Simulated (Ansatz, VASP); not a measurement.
KF in VASP and in Ansatz

File INCAR:

```
SYSTEM = KF
  ALGO = Normal
  EDIFF = 1E-6
  ENCUT = 520
  GGA = PE
  ISIF = 2
  ISMEAR = 0
  LASPH = .TRUE.
  LCHARG = .FALSE.
  LREAL = .FALSE.
  LWAVE = .FALSE.
  NBANDS = 15
  NELM = 100
  PREC = Accurate
  SIGMA = 0.1
```

The input KPOINTS:

```
k-points
0
G
  6 6 6
  0 0 0
```

The input POSCAR:

```
KF
1.0
    3.4784067377      0.0000000000      0.0000000000
    0.0000000000      3.4784067377      0.0000000000
    0.0000000000      0.0000000000      3.4784067377
K F
1 1
Direct
    0.0000000000      0.0000000000      0.0000000000
    0.5000000000      0.5000000000      0.5000000000
```

Input for Ansatz:

```yaml
crystal:
  lattice:
    - [3.4784067377, 0.0, 0.0]
    - [0.0, 3.4784067377, 0.0]
    - [0.0, 0.0, 3.4784067377]
  atoms:
    - { symbol: K, position: [0.0, 0.0, 0.0] }
    - { symbol: F, position: [0.5, 0.5, 0.5] }
basis:
  ecutwfc: 420
kpoints:
  mp_grid: { grid: [6, 6, 6] }
hamiltonian:
  xc: pbe
scf:
  occupations: { method: gaussian, width: 0.1 }
output:
  forces: true
  stress: true
  eigenvalues: true
```

Alike in both runs: task single point; functional PBE; k mesh 6 × 6 × 6; occupations gaussian, width 0.1 eV; no spin polarisation.

```csv
,VASP,Ansatz
version,VASP 6.6.1,Ansatz 0.2.0
potentials or method,"VASP PAW PBE potentials, release 64 (K_sv, F), cutoff 520 eV","scalar-relativistic, plane waves, PAW"
valence electrons in the cell,16,16
```

|  | VASP | Ansatz | Ansatz less VASP |
| --- | --- | --- | --- |
| gap on the k mesh at the Fermi level (eV) | 5.10 | 5.11 | +0.010 |
| least direct gap on the mesh (eV) | 5.17 | 5.18 | +0.009 |
| pressure (GPa) | -4.1 | -4.0 | +0.08 |
